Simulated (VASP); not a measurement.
# BaZnSbF (P4/nmm) in VASP: further runs

Runs on BaZnSbF. Level: PBE. Tasks: single point.

All numbers are computed with VASP 6.6.1; they aren't measurements. Logs are shortened: lines on timing, memory, paths and dates and some standing lists are left out, and cuts for length are marked.

### Step 1. The cell of the first run

Symmetry: P4/nmm, No. 129, tetragonal system. The conventional cell has a = 4.390 Å, b = 4.390 Å, c = 9.644 Å, α = 90.00°, β = 90.00°, γ = 90.00°. Within 3.6 Å of Ba (site symmetry 4mm) lie 4 F at 2.63 Å and 4 Sb at 3.58 Å. Zn (site symmetry -4m2) has 4 Sb at 2.72 Å and 4 Zn at 3.10 Å within 3.6 Å. Sb (site symmetry 4mm) has 4 Zn at 2.72 Å and 4 Ba at 3.58 Å within 3.6 Å. F (site symmetry -4m2) has 4 Ba at 2.63 Å and 4 F at 3.10 Å within 3.5 Å.

### Step 2. Single point, PBE (23.23 Å³/atom)

File INCAR:

```
SYSTEM = BaZnSbF
PREC     = Accurate       ! precision mode
ENCUT    = 600            ! plane-wave cutoff, eV
EDIFF    = 1E-6           ! SCF threshold, eV
ISMEAR   = -1             ! smearing method
SIGMA    = 0.02           ! smearing width, eV
LREAL    = .FALSE.        ! projectors in reciprocal space
LASPH    = .TRUE.         ! aspherical terms in the spheres
NELM     = 120            ! most SCF steps
ALGO     = Normal         ! electronic algorithm
ISIF     = 2              ! what is computed and relaxed
LWAVE    = .FALSE.        ! write WAVECAR
LCHARG   = .TRUE.         ! write CHGCAR
GGA      = PE             ! functional
LELF     = .TRUE.         ! ELF
LVHAR    = .TRUE.       
NBANDS   = 44             ! bands
GGA_COMPAT= .FALSE.
```

File KPOINTS:

```
regular mesh
0
G
  6 6 2
  0 0 0
```

File POSCAR:

```
BaZnSbF
1.0
    4.3896928154      0.0000000000      0.0000000000
    0.0000000000      4.3896928154      0.0000000000
    0.0000000000      0.0000000000      9.6438143443
Ba Zn Sb F
2 2 2 2
Direct
    0.0000000000      0.5000000000      0.3503227621
    0.5000000000      0.0000000000      0.6496772379
    0.5000000000      0.5000000000      0.0000000000
    0.0000000000      0.0000000000      0.0000000000
    0.5000000000      0.0000000000      0.1662770925
    0.0000000000      0.5000000000      0.8337229075
    0.5000000000      0.5000000000      0.5000000000
    0.0000000000      0.0000000000      0.5000000000
```

Potentials or basis: VASP PAW PBE potentials, release 64 (Ba_sv, Zn, Sb, F).

Started as:

```
$ cat potpaw_PBE.64/Ba_sv/POTCAR potpaw_PBE.64/Zn/POTCAR potpaw_PBE.64/Sb/POTCAR potpaw_PBE.64/F/POTCAR > POTCAR
$ mpirun -np 1 vasp_std > vasp.out
```

OUTCAR:

```text
SYSTEM = BaZnSbF
   PREC = Accurate
   ENCUT = 600
   EDIFF = 1E-6
   ISMEAR = -1
   LREAL = .FALSE.
   LASPH = .TRUE.
   NELM = 120
   ISIF = 2
   GGA = PE

 ion  position               nearest neighbor table
   1  0.000  0.500  0.350-   7 2.63   8 2.63   8 2.63   7 2.63   5 3.58   5 3.58   5 3.58   5 3.58
                             2 4.24   2 4.24   2 4.24   2 4.24
   2  0.500  0.000  0.650-   7 2.63   8 2.63   7 2.63   8 2.63   6 3.58   6 3.58   6 3.58   6 3.58
                             1 4.24   1 4.24   1 4.24   1 4.24
   3  0.500  0.500  0.000-   5 2.72   6 2.72   5 2.72   6 2.72
   4  0.000  0.000  0.000-   5 2.72   6 2.72   6 2.72   5 2.72
   5  0.500  0.000  0.166-   3 2.72   4 2.72   3 2.72   4 2.72   1 3.58   1 3.58   1 3.58   1 3.58

   6  0.000  0.500  0.834-   3 2.72   4 2.72   4 2.72   3 2.72   2 3.58   2 3.58   2 3.58   2 3.58

   7  0.500  0.500  0.500-   1 2.63   2 2.63   2 2.63   1 2.63
   8  0.000  0.000  0.500-   1 2.63   2 2.63   1 2.63   2 2.63

  LATTYP: Found a simple tetragonal cell.
 ALAT       =     4.3896928154
 C/A-ratio  =     2.1969223702

  Lattice vectors:

 A1 = (   4.3896928154,   0.0000000000,   0.0000000000)
 A2 = (   0.0000000000,   4.3896928154,   0.0000000000)
 A3 = (   0.0000000000,   0.0000000000,   9.6438143443)

Analysis of symmetry for initial positions (statically):
=====================================================================
 Subroutine PRICEL returns:
 Original cell was already a primitive cell.

 Routine SETGRP: Setting up the symmetry group for a
 simple tetragonal supercell.

 Subroutine GETGRP returns: Found 16 space group operations
 (whereof  8 operations were pure point group operations)
 out of a pool of 16 trial point group operations.

The static configuration has the point symmetry D_2d.
 The point group associated with its full space group is D_4h.

Analysis of symmetry for dynamics (positions and initial velocities):
=====================================================================
 Subroutine PRICEL returns:
 Original cell was already a primitive cell.

 Routine SETGRP: Setting up the symmetry group for a
 simple tetragonal supercell.

 Subroutine GETGRP returns: Found 16 space group operations
 (whereof  8 operations were pure point group operations)
 out of a pool of 16 trial point group operations.

The dynamic configuration has the point symmetry D_2d.
 The point group associated with its full space group is D_4h.

 Subroutine INISYM returns: Found 16 space group operations
 (whereof  8 operations are pure point group operations),
 and found     1 'primitive' translations

----------------------------------------------------------------------------------------

                                     Primitive cell

  volume of cell :     185.8305

  direct lattice vectors                    reciprocal lattice vectors
     4.389692815  0.000000000  0.000000000     0.227806373  0.000000000  0.000000000
     0.000000000  4.389692815  0.000000000     0.000000000  0.227806373  0.000000000
     0.000000000  0.000000000  9.643814344     0.000000000  0.000000000  0.103693411

  length of vectors
     4.389692815  4.389692815  9.643814344     0.227806373  0.227806373  0.103693411

  position of ions in fractional coordinates (direct lattice)
     0.000000000  0.500000000  0.350322762
     0.500000000  0.000000000  0.649677238
     0.500000000  0.500000000  0.000000000
     0.000000000  0.000000000  0.000000000
     0.500000000  0.000000000  0.166277093
     0.000000000  0.500000000  0.833722907
     0.500000000  0.500000000  0.500000000
     0.000000000  0.000000000  0.500000000

  ion indices of the primitive-cell ions
   primitive index   ion index
                 1           1
                 2           2
                 3           3
                 4           4
                 5           5
                 6           6
                 7           7
                 8           8

----------------------------------------------------------------------------------------

 KPOINTS: regular mesh

Automatic generation of k-mesh.
 Grid dimensions read from file:
 generate k-points for:    6    6    2

 Generating k-lattice:

  Cartesian coordinates                     Fractional coordinates (reciprocal lattice)
     0.037967729  0.000000000  0.000000000     0.166666667  0.000000000  0.000000000
     0.000000000  0.037967729  0.000000000     0.000000000  0.166666667  0.000000000
     0.000000000  0.000000000  0.051846705     0.000000000  0.000000000  0.500000000

  Length of vectors
     0.037967729  0.037967729  0.051846705

  Shift w.r.t. Gamma in fractional coordinates (k-lattice)
     0.000000000  0.000000000  0.000000000

 Subroutine IBZKPT returns following result:
 ===========================================

 Found     20 irreducible k-points:

 Following reciprocal coordinates:
            Coordinates               Weight
  0.000000  0.000000  0.000000      1.000000
  0.166667  0.000000  0.000000      4.000000
  0.333333  0.000000  0.000000      4.000000
  0.500000  0.000000  0.000000      2.000000
  0.166667  0.166667  0.000000      4.000000
  0.333333  0.166667  0.000000      8.000000
[... 12 lines left out ...]
  0.500000  0.333333  0.500000      4.000000
  0.500000  0.500000  0.500000      1.000000
   k-points           NKPTS =     20   k-points in BZ     NKDIM =     20   number of bands    NBANDS=     44
   number of dos      NEDOS =    301   number of ions     NIONS =      8
   total plane-waves  NPLWV = 103680
   dimension x,y,z NGX =    36 NGY =   36 NGZ =   80
   dimension x,y,z NGXF=    72 NGYF=   72 NGZF=  160
   ions per type =               2   2   2   2
   NGX,Y,Z   is equivalent  to a cutoff of  13.63, 13.63, 13.79 a.u.
   NGXF,Y,Z  is equivalent  to a cutoff of  27.27, 27.27, 27.58 a.u.
 SYSTEM =  BaZnSbF
   PREC   = accura    normal or accurate (medium, high low for compatibility)
   ISTART =      0    job   : 0-new  1-cont  2-samecut
   ICHARG =      2    charge: 1-file 2-atom 10-const
   ISPIN  =      1    spin polarized calculation?
   LNONCOLLINEAR =      F non collinear calculations
   LSORBIT =      F    spin-orbit coupling
   LASPH  =      T    aspherical Exc in radial PAW
   ENCUT  =  600.0 eV  44.10 Ry    6.64 a.u.   8.77  8.77 19.26*2*pi/ulx,y,z
   NELM   =    120;   NELMIN=  2; NELMDL= -5     # of ELM steps
   EDIFF  = 0.1E-05   stopping-criterion for ELM
   LREAL  =      F    real-space projection
   EDIFFG = 0.1E-04   stopping-criterion for IOM
   NSW    =      0    number of steps for IOM
   IBRION =     -1    ionic relax: 0-MD 1-quasi-New 2-CG
   NFREE  =      0    steps in history (QN), initial steepest desc. (CG)
   ISIF   =      2    stress and relaxation
   ISYM   =      2    0-nonsym 1-usesym 2-fastsym
   POTIM  = 0.5000    time-step for ionic-motion
   TEBEG  =    0.0;   TEEND  =   0.0 temperature during run
   PSTRESS=    0.0 pullay stress
   NELECT =      68.0000    total number of electrons
   NUPDOWN=      -1.0000    fix difference up-down
   EMIN   =  10.00;   EMAX   =-10.00  energy-range for DOS
   EFERMI =   0.00;   METHOD = LEGACY
   ISMEAR =    -1;   SIGMA  =   0.02  broadening in eV -4-tet -1-fermi 0-gaus
   EFERMI_NEDOS =   21; number of points for ismear=-14 and -15
   IALGO  =     38    algorithm
   IMIX   =      4    mixing-type and parameters
     AMIX     =   0.40;   BMIX     =  1.00
     AMIX_MAG =   1.60;   BMIX_MAG =  1.00
  volume/ion in A,a.u.               =      23.23       156.76
  Fermi-wavevector in a.u.,A,eV,Ry     =   1.170951  2.212777 18.655309  1.371127
  Thomas-Fermi vector in A             =   2.307402
   LORBIT       =      0    0 simple, 1 ext, 2 COOP (PROOUT), +10 PAW based schemes
   GGA     = PE    functional components
   LHFCALC =     F    Hartree Fock is set to
   AEXX    =    0.0000 exact exchange contribution
   IVDW    =     0    specifies the selected vdW correction
   LEPSILON=     F    determine dielectric tensor
   LRPA    =     F    only Hartree local field effects (RPA)
 non-spin polarized calculation
  energy-cutoff  :      600.00
  volume of cell :      185.83
 maximum number of plane-waves:      6262
 NGX is ok and might be reduce to    36
   NGX = 17   NGY = 17   NGZ = 39

 number of electron      67.9999954 magnetization

 Free energy of the ion-electron system (eV)
  ---------------------------------------------------
  ext. energy  EPLUGINS =         0.00000000
  ---------------------------------------------------
  free energy    TOTEN  =       -32.04055690 eV

  energy without entropy =      -32.03882095  energy(sigma->0) =      -32.03968892

 E-fermi :   4.3732     XC(G=0):  -9.6223

 val. band max:        4.3640813873   @ k =   0.0000   0.0000   0.5000
 cond. band min:       4.3790932470   @ k =   0.0000   0.0000   0.0000
 fundamental gap:      0.0150118597
 Fermi energy:         4.3731702345

 k-point     1 :       0.0000    0.0000    0.0000
  band No.  band energies     occupation
      1     -23.7220      2.00000
      2     -23.5088      2.00000
      3     -19.8193      2.00000
      4     -19.8152      2.00000
      5      -8.9294      2.00000
      6      -8.9294      2.00000
[... 36 lines left out ...]
     43       8.6920      0.00000
     44       9.1278      0.00000

 k-point     2 :       0.1667    0.0000    0.0000
  band No.  band energies     occupation
      1     -23.6945      2.00000
      2     -23.5084      2.00000
      3     -19.8417      2.00000
      4     -19.8360      2.00000
      5      -9.0201      2.00000
      6      -8.8997      2.00000
[... 36 lines left out ...]
     43       8.6740      0.00000
     44       8.7079      0.00000

 k-point     3 :       0.3333    0.0000    0.0000
  band No.  band energies     occupation
      1     -23.6278      2.00000
      2     -23.5187      2.00000
      3     -19.8855      2.00000
      4     -19.8796      2.00000
      5      -9.0486      2.00000
      6      -8.9236      2.00000
[... 36 lines left out ...]
     43       8.6034      0.00000
     44       8.8713      0.00000

 k-point     4 :       0.5000    0.0000    0.0000
  band No.  band energies     occupation
      1     -23.5589      2.00000
      2     -23.5589      2.00000
      3     -19.9047      2.00000
      4     -19.9047      2.00000
      5      -8.9486      2.00000
      6      -8.9486      2.00000
[... 694 lines left out ...]
     43       9.2865      0.00000
     44       9.6449      0.00000

 k-point    19 :       0.5000    0.3333    0.5000
  band No.  band energies     occupation
      1     -23.5144      2.00000
      2     -23.5144      2.00000
      3     -19.9711      2.00000
      4     -19.9711      2.00000
      5      -9.0309      2.00000
      6      -9.0309      2.00000
[... 36 lines left out ...]
     43       9.7554      0.00000
     44       9.7557      0.00000

 k-point    20 :       0.5000    0.5000    0.5000
  band No.  band energies     occupation
      1     -23.4993      2.00000
      2     -23.4993      2.00000
      3     -19.9936      2.00000
      4     -19.9936      2.00000
      5      -8.9873      2.00000
      6      -8.9873      2.00000
[... 36 lines left out ...]
     43      10.6699      0.00000
     44      10.6708      0.00000

------------------------ aborting loop because EDIFF is reached ----------------------------------------

  FORCE on cell =-STRESS in cart. coord.  units (eV):
  Direction    XX          YY          ZZ          XY          YZ          ZX
  --------------------------------------------------------------------------------------
  -------------------------------------------------------------------------------------
  Total        5.0467462      5.0467462      4.4944782      0.0000000      0.0000000      0.0000000
  in kB       43.5115891     43.5115891     38.7500936      0.0000000      0.0000000      0.0000000
  external PRESSURE =      41.9244239 kB  Pullay stress =       0.0000000 kB

 VOLUME and BASIS-vectors are now :
 -----------------------------------------------------------------------------
  energy-cutoff  :      600.00
  volume of cell :      185.83
      direct lattice vectors                 reciprocal lattice vectors
     4.389692815  0.000000000  0.000000000     0.227806373  0.000000000  0.000000000
     0.000000000  4.389692815  0.000000000     0.000000000  0.227806373  0.000000000
     0.000000000  0.000000000  9.643814344     0.000000000  0.000000000  0.103693411

 POSITION                                       TOTAL-FORCE (eV/Angst)
 -----------------------------------------------------------------------------------
      0.00000      2.19485      3.37845        -0.000000     -0.000000     -0.373816
      2.19485      0.00000      6.26537        -0.000000     -0.000000      0.373816
      2.19485      2.19485      0.00000        -0.000000     -0.000000     -0.000000
      0.00000      0.00000      0.00000        -0.000000      0.000000     -0.000000
      2.19485      0.00000      1.60355         0.000000     -0.000000      0.299229
      0.00000      2.19485      8.04027        -0.000000      0.000000     -0.299229
      2.19485      2.19485      4.82191        -0.000000      0.000000     -0.000000
      0.00000      0.00000      4.82191        -0.000000     -0.000000     -0.000000
 -----------------------------------------------------------------------------------
    total drift:                                0.000000      0.000000      0.000000

  FREE ENERGIE OF THE ION-ELECTRON SYSTEM (eV)
  ---------------------------------------------------
  free  energy   TOTEN  =       -32.0405568953 eV

  energy  without entropy=      -32.0388209519  energy(sigma->0) =      -32.03968892
```

Wall time 4.8 min (1 thread of Oxide Virtual Turin-like, shared host); peak memory 0.41 GiB.

What came out:

```
Free energy            : -32.0406 eV
Pressure               : 4.2 GPa
Largest force          : 0.374 eV/Å
Band gap on the k mesh : zero (bands 34 and 35 overlap by 0.02 eV)
```

Forces in eV/Å, atoms in the order of the input:
```
Ba   0.000  0.000 -0.374
Ba   0.000  0.000  0.374
Zn   0.000  0.000  0.000
Zn   0.000  0.000  0.000
Sb   0.000  0.000  0.299
Sb   0.000  0.000 -0.299
F    0.000  0.000  0.000
F    0.000  0.000  0.000
```

Caveat: the cell stands under pressure; semilocal functionals underestimate gaps, and a narrow one can read as zero; spin-orbit coupling is left out, which moves the levels of the heavy elements.

(Part 1 of 2 ends here.)
